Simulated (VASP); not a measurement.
# KF in VASP: notebook

Runs on KF. Level: PBE. Tasks: single point.

Everything below comes from runs of VASP 6.6.1. Logs are shortened: lines on timing, memory, paths and dates and some standing lists are left out, and cuts for length are marked.

## (1) The cell of the first run

It takes space group I4/mmm (No. 139, tetragonal). The conventional cell has a = 3.610 Å, b = 3.610 Å, c = 5.404 Å, α = 90.00°, β = 90.00°, γ = 90.00°. K (site symmetry 4/mmm) has 6 F at 2.55 to 2.70 Å within 3.4 Å. Within 3.4 Å of F (site symmetry 4/mmm) lie 6 K at 2.55 to 2.70 Å.

## (2) Single point, PBE (epitaxial xy strain -4.0%)

File INCAR:

```
SYSTEM = KF
  PREC = Accurate
  ENCUT = 520
  EDIFF = 1E-6
  ISMEAR = -1
  SIGMA = 0.02
  LREAL = .False.
  LASPH = .True.
  NELM = 80
  ALGO = Normal
  ISIF = 2
  LWAVE = .False.
  LCHARG = .False.
  GGA = PE
  NBANDS = 15
```

File KPOINTS:

```
regular mesh
0
Gamma
  8 8 8
  0 0 0
```

File POSCAR:

```
KF
1.0
    0.0000000000      2.5526021332      2.7017833747
    2.5526021332      0.0000000000      2.7017833747
    2.5526021332      2.5526021332      0.0000000000
K F
1 1
Direct
    0.0000000000      0.0000000000      0.0000000000
    0.5000000000      0.5000000000      0.5000000000
```

Potentials or basis: VASP PAW PBE potentials, release 64 (K_sv, F).

The run is started by

```bash
$ cat potpaw_PBE.64/K_sv/POTCAR potpaw_PBE.64/F/POTCAR > POTCAR
$ mpirun -np 1 vasp_std > vasp.out
```

OUTCAR:

```text
SYSTEM = KF
   PREC = Accurate
   ENCUT = 520
   EDIFF = 1E-6
   ISMEAR = -1
   LREAL = .False.
   LASPH = .True.
   NELM = 80
   ISIF = 2
   GGA = PE

 ion  position               nearest neighbor table
   1  0.000  0.000  0.000-   2 2.55   2 2.55   2 2.55   2 2.55   2 2.70   2 2.70
   2  0.500  0.500  0.500-   1 2.55   1 2.55   1 2.55   1 2.55   1 2.70   1 2.70

  LATTYP: Found a body centered tetragonal cell.
 ALAT       =     3.6099245561
 C/A-ratio  =     1.4968641769

  Lattice vectors:

 A1 = (  -2.5526021332,   0.0000000000,   2.7017833747)
 A2 = (   2.5526021332,   0.0000000000,   2.7017833747)
 A3 = (   0.0000000000,   2.5526021332,  -2.7017833747)

Analysis of symmetry for initial positions (statically):
=====================================================================
 Subroutine PRICEL returns:
 Original cell was already a primitive cell.

 Routine SETGRP: Setting up the symmetry group for a
 body centered tetragonal supercell.

 Subroutine GETGRP returns: Found 16 space group operations
 (whereof 16 operations were pure point group operations)
 out of a pool of 16 trial point group operations.

The static configuration has the point symmetry D_4h.

Analysis of symmetry for dynamics (positions and initial velocities):
=====================================================================
 Subroutine PRICEL returns:
 Original cell was already a primitive cell.

 Routine SETGRP: Setting up the symmetry group for a
 body centered tetragonal supercell.

 Subroutine GETGRP returns: Found 16 space group operations
 (whereof 16 operations were pure point group operations)
 out of a pool of 16 trial point group operations.

The dynamic configuration has the point symmetry D_4h.

 Subroutine INISYM returns: Found 16 space group operations
 (whereof 16 operations are pure point group operations),
 and found     1 'primitive' translations

----------------------------------------------------------------------------------------

                                     Primitive cell

  volume of cell :      35.2084

  direct lattice vectors                    reciprocal lattice vectors
     0.000000000  2.552602133  2.701783375    -0.195878548  0.195878548  0.185062949
     2.552602133  0.000000000  2.701783375     0.195878548 -0.195878548  0.185062949
     2.552602133  2.552602133  0.000000000     0.195878548  0.195878548 -0.185062949

  length of vectors
     3.716908804  3.716908804  3.609924556     0.333144273  0.333144273  0.333144273

  position of ions in fractional coordinates (direct lattice)
     0.000000000  0.000000000  0.000000000
     0.500000000  0.500000000  0.500000000

  ion indices of the primitive-cell ions
   primitive index   ion index
                 1           1
                 2           2

----------------------------------------------------------------------------------------

 KPOINTS: regular mesh

Automatic generation of k-mesh.
 Grid dimensions read from file:
 generate k-points for:    8    8    8

 Generating k-lattice:

  Cartesian coordinates                     Fractional coordinates (reciprocal lattice)
    -0.024484819  0.024484819  0.023132869     0.125000000 -0.000000000  0.000000000
     0.024484819 -0.024484819  0.023132869    -0.000000000  0.125000000  0.000000000
     0.024484819  0.024484819 -0.023132869     0.000000000  0.000000000  0.125000000

  Length of vectors
     0.041643034  0.041643034  0.041643034

  Shift w.r.t. Gamma in fractional coordinates (k-lattice)
     0.000000000  0.000000000  0.000000000

 Subroutine IBZKPT returns following result:
 ===========================================

 Found     59 irreducible k-points:

 Following reciprocal coordinates:
            Coordinates               Weight
  0.000000  0.000000  0.000000      1.000000
  0.125000 -0.000000  0.000000      8.000000
  0.250000 -0.000000  0.000000      8.000000
  0.375000 -0.000000  0.000000      8.000000
  0.500000 -0.000000  0.000000      4.000000
  0.125000  0.125000  0.000000      2.000000
[... 16 lines left out ...]
  0.250000 -0.000000  0.125000     16.000000
  0.375000  0.000000  0.125000     16.000000
 [... further k-points ...]
   k-points           NKPTS =     59   k-points in BZ     NKDIM =     59   number of bands    NBANDS=     15
   number of dos      NEDOS =    301   number of ions     NIONS =      2
   total plane-waves  NPLWV =  21952
   dimension x,y,z NGX =    28 NGY =   28 NGZ =   28
   dimension x,y,z NGXF=    56 NGYF=   56 NGZF=   56
   ions per type =               1   1
   NGX,Y,Z   is equivalent  to a cutoff of  12.52, 12.52, 12.89 a.u.
   NGXF,Y,Z  is equivalent  to a cutoff of  25.05, 25.05, 25.79 a.u.
 SYSTEM =  KF
   PREC   = accura    normal or accurate (medium, high low for compatibility)
   ISTART =      0    job   : 0-new  1-cont  2-samecut
   ICHARG =      2    charge: 1-file 2-atom 10-const
   ISPIN  =      1    spin polarized calculation?
   LNONCOLLINEAR =      F non collinear calculations
   LSORBIT =      F    spin-orbit coupling
   LASPH  =      T    aspherical Exc in radial PAW
   ENCUT  =  520.0 eV  38.22 Ry    6.18 a.u.   6.91  6.91  6.71*2*pi/ulx,y,z
   NELM   =     80;   NELMIN=  2; NELMDL= -5     # of ELM steps
   EDIFF  = 0.1E-05   stopping-criterion for ELM
   LREAL  =      F    real-space projection
   EDIFFG = 0.1E-04   stopping-criterion for IOM
   NSW    =      0    number of steps for IOM
   IBRION =     -1    ionic relax: 0-MD 1-quasi-New 2-CG
   NFREE  =      0    steps in history (QN), initial steepest desc. (CG)
   ISIF   =      2    stress and relaxation
   ISYM   =      2    0-nonsym 1-usesym 2-fastsym
   POTIM  = 0.5000    time-step for ionic-motion
   TEBEG  =    0.0;   TEEND  =   0.0 temperature during run
   PSTRESS=    0.0 pullay stress
   NELECT =      16.0000    total number of electrons
   NUPDOWN=      -1.0000    fix difference up-down
   EMIN   =  10.00;   EMAX   =-10.00  energy-range for DOS
   EFERMI =   0.00;   METHOD = LEGACY
   ISMEAR =    -1;   SIGMA  =   0.02  broadening in eV -4-tet -1-fermi 0-gaus
   EFERMI_NEDOS =   21; number of points for ismear=-14 and -15
   IALGO  =     38    algorithm
   IMIX   =      4    mixing-type and parameters
     AMIX     =   0.40;   BMIX     =  1.00
     AMIX_MAG =   1.60;   BMIX_MAG =  1.00
  volume/ion in A,a.u.               =      17.60       118.80
  Fermi-wavevector in a.u.,A,eV,Ry     =   1.258633  2.378472 21.553777  1.584158
  Thomas-Fermi vector in A             =   2.392233
   LORBIT       =      0    0 simple, 1 ext, 2 COOP (PROOUT), +10 PAW based schemes
   GGA     = PE    functional components
   LHFCALC =     F    Hartree Fock is set to
   AEXX    =    0.0000 exact exchange contribution
   IVDW    =     0    specifies the selected vdW correction
   LEPSILON=     F    determine dielectric tensor
   LRPA    =     F    only Hartree local field effects (RPA)
 non-spin polarized calculation
  energy-cutoff  :      520.00
  volume of cell :       35.21
 maximum number of plane-waves:       966
   NGX = 13   NGY = 13   NGZ = 13

 number of electron      16.0000002 magnetization

 Free energy of the ion-electron system (eV)
  ---------------------------------------------------
  ext. energy  EPLUGINS =         0.00000000
  ---------------------------------------------------
  free energy    TOTEN  =        -8.21029322 eV

  energy without entropy =       -8.21029322  energy(sigma->0) =       -8.21029322

 E-fermi :  -1.9719     XC(G=0):  -8.7701

 val. band max:       -2.5346754437   @ k =   0.0000   0.0000   0.0000
 cond. band min:       4.0084393140   @ k =   0.0000   0.0000   0.0000
 fundamental gap:      6.5431147577
 Fermi energy:        -1.9718617691

 k-point     1 :       0.0000    0.0000    0.0000
  band No.  band energies     occupation
      1     -28.4927      2.00000
      2     -21.2757      2.00000
      3     -11.6848      2.00000
      4     -11.6724      2.00000
      5     -11.6724      2.00000
      6      -2.6406      2.00000
      7      -2.5347      2.00000
      8      -2.5347      2.00000
      9       4.0084      0.00000
     10       8.1024      0.00000
     11       8.4605      0.00000
     12       8.4605      0.00000
     13       9.8601      0.00000
     14      10.4044      0.00000
     15      14.9263      0.00000

 k-point     2 :       0.1250   -0.0000    0.0000
  band No.  band energies     occupation
      1     -28.4725      2.00000
      2     -21.2967      2.00000
      3     -11.7263      2.00000
      4     -11.6880      2.00000
      5     -11.6725      2.00000
      6      -2.7451      2.00000
      7      -2.6474      2.00000
      8      -2.6067      2.00000
      9       4.4693      0.00000
     10       8.0558      0.00000
     11       8.4886      0.00000
     12       8.6826      0.00000
     13      10.0367      0.00000
     14      10.5740      0.00000
     15      15.7341      0.00000

 k-point     3 :       0.2500   -0.0000    0.0000
  band No.  band energies     occupation
      1     -28.4231      2.00000
      2     -21.3482      2.00000
      3     -11.8384      2.00000
      4     -11.7120      2.00000
      5     -11.6726      2.00000
      6      -3.0623      2.00000
      7      -2.8047      2.00000
      8      -2.7762      2.00000
      9       5.5961      0.00000
     10       7.7815      0.00000
     11       9.0228      0.00000
     12       9.2516      0.00000
     13      10.5856      0.00000
     14      11.0618      0.00000
     15      16.8559      0.00000

 k-point     4 :       0.3750   -0.0000    0.0000
  band No.  band energies     occupation
      1     -28.3728      2.00000
      2     -21.4007      2.00000
      3     -11.9494      2.00000
      4     -11.7349      2.00000
      5     -11.6723      2.00000
      6      -3.3519      2.00000
      7      -2.9403      2.00000
      8      -2.9400      2.00000
      9       6.5945      0.00000
     10       8.0765      0.00000
     11       9.5478      0.00000
     12       9.8421      0.00000
     13      11.5297      0.00000
     14      11.8226      0.00000
     15      15.4712      0.00000
[... 307 lines left out ...]
 k-point    22 :       0.1250    0.0000    0.1250
  band No.  band energies     occupation
      1     -28.4641      2.00000
      2     -21.3054      2.00000
      3     -11.7228      2.00000
      4     -11.7200      2.00000
      5     -11.6690      2.00000
      6      -2.8540      2.00000
      7      -2.6642      2.00000
      8      -2.5535      2.00000
      9       4.5835      0.00000
     10       7.8193      0.00000
     11       8.5943      0.00000
     12       8.8948      0.00000
     13      10.1005      0.00000
     14      10.6369      0.00000
     15      16.0522      0.00000

 k-point    23 :       0.2500   -0.0000    0.1250
  band No.  band energies     occupation
      1     -28.4240      2.00000
      2     -21.3413      2.00000
      3     -11.8099      2.00000
      4     -11.7594      2.00000
      5     -11.6913      2.00000
      6      -3.0870      2.00000
      7      -2.7442      2.00000
      8      -2.6484      2.00000
      9       5.4338      0.00000
     10       7.3792      0.00000
     11       9.1845      0.00000
     12       9.3984      0.00000
     13      10.5161      0.00000
     14      10.9379      0.00000
     15      17.2099      0.00000

 k-point    24 :       0.3750    0.0000    0.1250
  band No.  band energies     occupation
      1     -28.3751      2.00000
      2     -21.3839      2.00000
      3     -11.9338      2.00000
      4     -11.7810      2.00000
      5     -11.7302      2.00000
      6      -3.2494      2.00000
      7      -2.8933      2.00000
      8      -2.8134      2.00000
      9       6.5190      0.00000
     10       7.4314      0.00000
     11       9.6869      0.00000
     12       9.8900      0.00000
     13      11.3974      0.00000
     14      11.5629      0.00000
     15      15.9129      0.00000

 [... further k-points ...]
[... 5 lines left out ...]
  --------------------------------------------------------------------------------------
  -------------------------------------------------------------------------------------
  Total        1.5105668      1.5105668      0.4706796      0.0000000      0.0000000      0.0000000
  in kB       68.7390854     68.7390854     21.4185070      0.0000000      0.0000000      0.0000000
  external PRESSURE =      52.9655592 kB  Pullay stress =       0.0000000 kB

 VOLUME and BASIS-vectors are now :
 -----------------------------------------------------------------------------
  energy-cutoff  :      520.00
  volume of cell :       35.21
      direct lattice vectors                 reciprocal lattice vectors
     0.000000000  2.552602133  2.701783375    -0.195878548  0.195878548  0.185062949
     2.552602133  0.000000000  2.701783375     0.195878548 -0.195878548  0.185062949
     2.552602133  2.552602133  0.000000000     0.195878548  0.195878548 -0.185062949

 POSITION                                       TOTAL-FORCE (eV/Angst)
 -----------------------------------------------------------------------------------
      0.00000      0.00000      0.00000        -0.000000     -0.000000     -0.000000
      2.55260      2.55260      2.70178         0.000000      0.000000      0.000000
 -----------------------------------------------------------------------------------
    total drift:                                0.000000      0.000000      0.000000

  FREE ENERGIE OF THE ION-ELECTRON SYSTEM (eV)
  ---------------------------------------------------
  free  energy   TOTEN  =        -8.2102932219 eV

  energy  without entropy=       -8.2102932219  energy(sigma->0) =       -8.21029322
```

It took 12 s on 1 thread of Intel Xeon 6975P-C (Granite Rapids), shared host; peak memory 0.16 GiB.

Results:

```
Free energy            : -8.2103 eV
Pressure               : 5.3 GPa
Band gap on the k mesh : 6.54 eV, direct
```

Caveat: the cell differs from its parent crystal (epitaxial xy strain -4.0%).

[end of part 1 of 2]
